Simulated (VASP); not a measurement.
# Ge (P6_3/mmc) in VASP: single point with r2SCAN

Aim: the single point of Ge with r2SCAN.

All numbers are computed with VASP 6.6.1; they aren't measurements. Logs are shortened: lines on timing, memory, paths and dates and some standing lists are left out, and cuts for length are marked.

## Step 1: The cell of the first run

Symmetry: P6_3/mmc, No. 194, hexagonal system. The conventional cell has a = 4.197 Å, b = 4.197 Å, c = 6.922 Å, α = 90.00°, β = 90.00°, γ = 120.00°. Within 3.4 Å of Ge (site symmetry 3m) lie 4 Ge at 2.57 to 2.59 Å.

## Step 2: Single point, r2SCAN (strain +5.0%)

Contents of POSCAR:

```
Ge
1.0
    4.1974959797      0.0000000000      0.0000000000
   -2.0987479899      3.6351381507      0.0000000000
    0.0000000000      0.0000000000      6.9224605033
Ge
4
Direct
    0.3333333333      0.6666666667      0.0000672321
    0.6666666667      0.3333333333      0.5000672321
    0.3333333333      0.6666666667      0.3749327679
    0.6666666667      0.3333333333      0.8749327679
```

Contents of INCAR.step1:

```
PREC = Accurate ; ENCUT = 520
ISMEAR = -1 ; SIGMA = 0.02
LREAL = False ; LASPH = True
NELM = 60 ; NBANDS = 36
GGA = PE ; ALGO = Normal
EDIFF = 1E-4 ; LWAVE = True
LCHARG = False
```

Contents of INCAR.step2:

```
PREC = Accurate ; ENCUT = 520
EDIFF = 1E-6 ; ISMEAR = -1
SIGMA = 0.02 ; LREAL = False
LASPH = True ; NELM = 60
ALGO = Normal ; ISIF = 2
LWAVE = False ; LCHARG = False
METAGGA = R2SCAN ; LMIXTAU = True
NBANDS = 36 ; ISTART = 1
```

Contents of KPOINTS:

```
regular mesh
0
Gamma
  12 12 4
```

Potentials or basis: VASP PAW PBE potentials, release 64 (Ge_d).

On the command line:

```console
$ cat potpaw_PBE.64/Ge_d/POTCAR > POTCAR
$ cp INCAR.step1 INCAR
$ mpirun -np 1 vasp_std > vasp.out
$ cp INCAR.step2 INCAR
$ mpirun -np 1 vasp_std > vasp.out
```

OUTCAR:

```text
PREC = Accurate
   ENCUT = 520
   EDIFF = 1E-6
   ISMEAR = -1
   LREAL = False
   LASPH = True
   NELM = 60
   ISIF = 2
   METAGGA = R2SCAN
   ISTART = 1

 ion  position               nearest neighbor table
   1  0.333  0.667  0.000-   4 2.57   4 2.57   4 2.57   3 2.59
   2  0.667  0.333  0.500-   3 2.57   3 2.57   3 2.57   4 2.59
   3  0.333  0.667  0.375-   2 2.57   2 2.57   2 2.57   1 2.59
   4  0.667  0.333  0.875-   1 2.57   1 2.57   1 2.57   2 2.59

  LATTYP: Found a hexagonal cell.
 ALAT       =     4.1974959797
 C/A-ratio  =     1.6491881200

  Lattice vectors:

 A1 = (   4.1974959797,   0.0000000000,   0.0000000000)
 A2 = (  -2.0987479899,   3.6351381507,   0.0000000000)
 A3 = (   0.0000000000,   0.0000000000,   6.9224605033)

Analysis of symmetry for initial positions (statically):
=====================================================================
 Subroutine PRICEL returns:
 Original cell was already a primitive cell.

 Routine SETGRP: Setting up the symmetry group for a
 hexagonal supercell.

 Subroutine GETGRP returns: Found 24 space group operations
 (whereof  6 operations were pure point group operations)
 out of a pool of 24 trial point group operations.

The static configuration has the point symmetry C_3v.
 The point group associated with its full space group is D_6h.

Analysis of symmetry for dynamics (positions and initial velocities):
=====================================================================
 Subroutine PRICEL returns:
 Original cell was already a primitive cell.

 Routine SETGRP: Setting up the symmetry group for a
 hexagonal supercell.

 Subroutine GETGRP returns: Found 24 space group operations
 (whereof  6 operations were pure point group operations)
 out of a pool of 24 trial point group operations.

The dynamic configuration has the point symmetry C_3v.
 The point group associated with its full space group is D_6h.

 Subroutine INISYM returns: Found 24 space group operations
 (whereof  6 operations are pure point group operations),
 and found     1 'primitive' translations

----------------------------------------------------------------------------------------

                                     Primitive cell

  volume of cell :     105.6262

  direct lattice vectors                    reciprocal lattice vectors
     4.197495980  0.000000000  0.000000000     0.238237274  0.137546354  0.000000000
    -2.098747990  3.635138151  0.000000000     0.000000000  0.275092709  0.000000000
     0.000000000  0.000000000  6.922460503     0.000000000  0.000000000  0.144457307

  length of vectors
[... 87 lines left out ...]
   LREAL  =      F    real-space projection
   EDIFFG = 0.1E-04   stopping-criterion for IOM
   NSW    =      0    number of steps for IOM
   IBRION =     -1    ionic relax: 0-MD 1-quasi-New 2-CG
   NFREE  =      0    steps in history (QN), initial steepest desc. (CG)
   ISIF   =      2    stress and relaxation
   ISYM   =      2    0-nonsym 1-usesym 2-fastsym
   POTIM  = 0.5000    time-step for ionic-motion
   TEBEG  =    0.0;   TEEND  =   0.0 temperature during run
   PSTRESS=    0.0 pullay stress
   NELECT =      56.0000    total number of electrons
   NUPDOWN=      -1.0000    fix difference up-down
   EMIN   =  10.00;   EMAX   =-10.00  energy-range for DOS
   EFERMI =   0.00;   METHOD = LEGACY
   ISMEAR =    -1;   SIGMA  =   0.02  broadening in eV -4-tet -1-fermi 0-gaus
   EFERMI_NEDOS =   21; number of points for ismear=-14 and -15
   IALGO  =     38    algorithm
   IMIX   =      4    mixing-type and parameters
     AMIX     =   0.40;   BMIX     =  1.00
     AMIX_MAG =   1.60;   BMIX_MAG =  1.00
  volume/ion in A,a.u.               =      26.41       178.20
  Fermi-wavevector in a.u.,A,eV,Ry     =   1.324993  2.503874 23.886479  1.755607
  Thomas-Fermi vector in A             =   2.454487
   LORBIT       =      0    0 simple, 1 ext, 2 COOP (PROOUT), +10 PAW based schemes
   METAGGA = R2SCAN    functional components
   LHFCALC =     F    Hartree Fock is set to
   AEXX    =    0.0000 exact exchange contribution
   IVDW    =     0    specifies the selected vdW correction
   LEPSILON=     F    determine dielectric tensor
   LRPA    =     F    only Hartree local field effects (RPA)
 non-spin polarized calculation
  energy-cutoff  :      520.00
  volume of cell :      105.63
 maximum number of plane-waves:      2868
 NGX is ok and might be reduce to    32
   NGX = 15   NGY = 15   NGZ = 25

 number of electron      55.9999997 magnetization

 Free energy of the ion-electron system (eV)
  ---------------------------------------------------
  ext. energy  EPLUGINS =         0.00000000
  ---------------------------------------------------
  free energy    TOTEN  =       -55.05241500 eV

  energy without entropy =      -55.05211779  energy(sigma->0) =      -55.05226639

 E-fermi :   3.4241     XC(G=0): -10.0329

 val. band max:        3.4225429671   @ k =   0.0000   0.0000   0.2500
 cond. band min:       3.5321174583   @ k =   0.0000   0.0000   0.0000
 fundamental gap:      0.1095744912
 Fermi energy:         3.4240693709

 k-point     1 :       0.0000    0.0000    0.0000
  band No.  band energies     occupation
      1     -21.9511      2.00000
      2     -21.9511      2.00000
      3     -21.9248      2.00000
      4     -21.9248      2.00000
      5     -21.9235      2.00000
      6     -21.9123      2.00000
[... 925 lines left out ...]
     35      10.4024      0.00000
     36      10.5114      0.00000

 [... further k-points ...]

------------------------ aborting loop because EDIFF is reached ----------------------------------------

  FORCE on cell =-STRESS in cart. coord.  units (eV):
  Direction    XX          YY          ZZ          XY          YZ          ZX
  --------------------------------------------------------------------------------------
  -------------------------------------------------------------------------------------
  Total       -4.7888827     -4.7888827     -4.8197525      0.0000000      0.0000000     -0.0000000
  in kB      -72.6395394    -72.6395394    -73.1077847      0.0000000      0.0000000     -0.0000000
  external PRESSURE =     -72.7956211 kB  Pullay stress =       0.0000000 kB

 VOLUME and BASIS-vectors are now :
 -----------------------------------------------------------------------------
  energy-cutoff  :      520.00
  volume of cell :      105.63
      direct lattice vectors                 reciprocal lattice vectors
     4.197495980  0.000000000  0.000000000     0.238237274  0.137546354  0.000000000
    -2.098747990  3.635138151  0.000000000     0.000000000  0.275092709  0.000000000
     0.000000000  0.000000000  6.922460503     0.000000000  0.000000000  0.144457307

 POSITION                                       TOTAL-FORCE (eV/Angst)
 -----------------------------------------------------------------------------------
     -0.00000      2.42343      0.00047        -0.000000      0.000000      0.005334
      2.09875      1.21171      3.46170         0.000000     -0.000000      0.005334
     -0.00000      2.42343      2.59546        -0.000000      0.000000     -0.005334
      2.09875      1.21171      6.05669         0.000000     -0.000000     -0.005334
 -----------------------------------------------------------------------------------
    total drift:                               -0.000000      0.000000     -0.000854

  FREE ENERGIE OF THE ION-ELECTRON SYSTEM (eV)
  ---------------------------------------------------
  free  energy   TOTEN  =       -55.0524149956 eV

  energy  without entropy=      -55.0521177915  energy(sigma->0) =      -55.05226639
```

OUTCAR.step1:

```text
PREC = Accurate
   ENCUT = 520
   ISMEAR = -1
   LREAL = False
   LASPH = True
   NELM = 60
[... 1166 lines left out ...]
      2.09875      1.21171      3.46170        -0.000000      0.000000      0.005629
     -0.00000      2.42343      2.59546         0.000000     -0.000000     -0.005629
      2.09875      1.21171      6.05669        -0.000000      0.000000     -0.005629
 -----------------------------------------------------------------------------------
    total drift:                               -0.000000      0.000000     -0.000194

  FREE ENERGIE OF THE ION-ELECTRON SYSTEM (eV)
  ---------------------------------------------------
  free  energy   TOTEN  =       -17.8391726853 eV

  energy  without entropy=      -17.8388945265  energy(sigma->0) =      -17.83903361
```

OSZICAR.step1:

```text
N       E                     dE             d eps       ncg     rms          rms(c)
DAV:   1     0.506737806047E+03    0.50674E+03   -0.28400E+04  4708   0.407E+03
DAV:   2     0.708297552408E+02   -0.43591E+03   -0.42489E+03  4104   0.830E+02
DAV:   3    -0.130542088073E+02   -0.83884E+02   -0.82878E+02  4588   0.208E+02
DAV:   4    -0.178322146381E+02   -0.47780E+01   -0.47640E+01  4736   0.571E+01
DAV:   5    -0.179346683125E+02   -0.10245E+00   -0.10243E+00  4588   0.949E+00    0.369E+00
DAV:   6    -0.178719911451E+02    0.62677E-01   -0.57950E-02  4816   0.218E+00    0.218E+00
DAV:   7    -0.178350491051E+02    0.36942E-01   -0.66957E-02  4432   0.204E+00    0.179E-01
DAV:   8    -0.178380848553E+02   -0.30358E-02   -0.10564E-02  4560   0.104E+00    0.865E-02
DAV:   9    -0.178390451738E+02   -0.96032E-03   -0.86542E-04  3576   0.125E-01    0.232E-02
DAV:  10    -0.178391601712E+02   -0.11500E-03   -0.18699E-04  3484   0.120E-01    0.784E-03
DAV:  11    -0.178391726853E+02   -0.12514E-04   -0.31838E-05  2876   0.370E-02
   1 F= -.17839173E+02 E0= -.17839034E+02  d E =-.278159E-03
```

It took 6.6 min on 1 thread of Intel Xeon Platinum 8375C at 2.90GHz (Ice Lake), shared host; peak memory 0.33 GiB.

What came out:

* Free energy: -55.0524 eV
* Pressure: -7.3 GPa
* Largest force: 0.005 eV/Å

Forces on the atoms (eV/Å):
```
Ge   0.000  0.000  0.005
Ge   0.000  0.000  0.005
Ge   0.000  0.000 -0.005
Ge   0.000  0.000 -0.005
```

Caveat: the cell differs from its parent crystal (strain +5.0%); the PAW data sets were made with another functional, which shifts forces and pressure a little.
